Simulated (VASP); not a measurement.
A run of VASP 6.6.1:

Contents of POSCAR:

```
BaTiO3
1.0
    3.9791132838      0.0000000000      0.0000000000
    0.0000000000      3.9791132838      0.0000000000
    0.0000000000      0.0000000000      3.9791132838
Ba Ti O
1 1 3
Direct
    0.5000000000      0.5000000000      0.5000000000
    0.0000000000      0.0000000000      0.0000000000
    0.0000000000      0.0000000000      0.5000000000
    0.0000000000      0.5000000000      0.0000000000
    0.5000000000      0.0000000000      0.0000000000
```

INCAR.step1

```
SYSTEM = BaTiO3
PREC = Accurate
ENCUT = 520
ISMEAR = -1
SIGMA = 0.05
LREAL = .False.
LASPH = .True.
NELM = 100
NBANDS = 28
GGA = PE
ALGO = Normal
EDIFF = 1E-4
LWAVE = .True.
LCHARG = .False.
```

The input INCAR.step2:

```
SYSTEM = BaTiO3
PREC = Accurate
ENCUT = 520
EDIFF = 1E-6
ISMEAR = -1
SIGMA = 0.05
LREAL = .False.
LASPH = .True.
NELM = 100
ALGO = Normal
ISIF = 2
LWAVE = .False.
LCHARG = .False.
METAGGA = R2SCAN
LMIXTAU = .True.
NBANDS = 28
ISTART = 1
```

The input KPOINTS:

```
Automatic mesh
0
Gamma
  7 7 7
  0 0 0
```

Potentials or basis: VASP PAW PBE potentials, release 64 (Ba_sv, Ti_sv, O).

Command:

```sh
$ cat potpaw_PBE.64/Ba_sv/POTCAR potpaw_PBE.64/Ti_sv/POTCAR potpaw_PBE.64/O/POTCAR > POTCAR
$ cp INCAR.step1 INCAR
$ mpirun -np 1 vasp_std > vasp.out
$ cp INCAR.step2 INCAR
$ mpirun -np 1 vasp_std > vasp.out
```

Hardware: 1 thread of Intel(R) Xeon(R) 6975P-C (Granite Rapids), with other jobs on the host.

Q: How long does it take, and how much memory?

A: Wall time 58 s on 1 thread of Intel(R) Xeon(R) 6975P-C (Granite Rapids), with other jobs on the host, peak memory 0.19 GiB. Counts: k points 20.
